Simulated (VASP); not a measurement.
A run of VASP 6.6.1 is set up as follows.

File INCAR:

```
ALGO = Normal
EDIFF = 1E-6
ENCUT = 520
GGA = PS
ISIF = 2
ISMEAR = 0
LASPH = T
LCHARG = T
LELF = T
LREAL = F
LVHAR = T
LWAVE = F
NBANDS = 15
NELM = 100
PREC = Accurate
SIGMA = 0.15
```

Contents of KPOINTS:

```
k-points
0
Gamma
  24 24 20
```

The input POSCAR:

```
TaN
1.0
    2.9239890448      0.0000000000      0.0000000000
   -1.4619945224      2.5322487931      0.0000000000
    0.0000000000      0.0000000000      2.9855567483
Ta N
1 1
Direct
    0.3333333333      0.6666666667      0.5000000000
    0.0000000000      0.0000000000      0.0000000000
```

Potentials or basis: VASP PAW PBE potentials, release 64 (Ta_pv, N).

The run is started by

```console
$ cat potpaw_PBE.64/Ta_pv/POTCAR potpaw_PBE.64/N/POTCAR > POTCAR
$ mpirun -np 1 vasp_std > vasp.out
```

(1) What does it give for the pressure?

(2) Estimate the band gap on the k mesh.

## Answers

(1) -13.1 GPa.

(2) zero (band 8 reaches 8.04 eV, above the bottom of band 9 at 7.67 eV).

Caveat: the cell differs from its parent crystal (strain +0.000 along x and y, +0.040 along z); the PAW data sets were made with another functional, which shifts forces and pressure a little; spin-orbit coupling is left out, which moves the levels of the heavy elements.
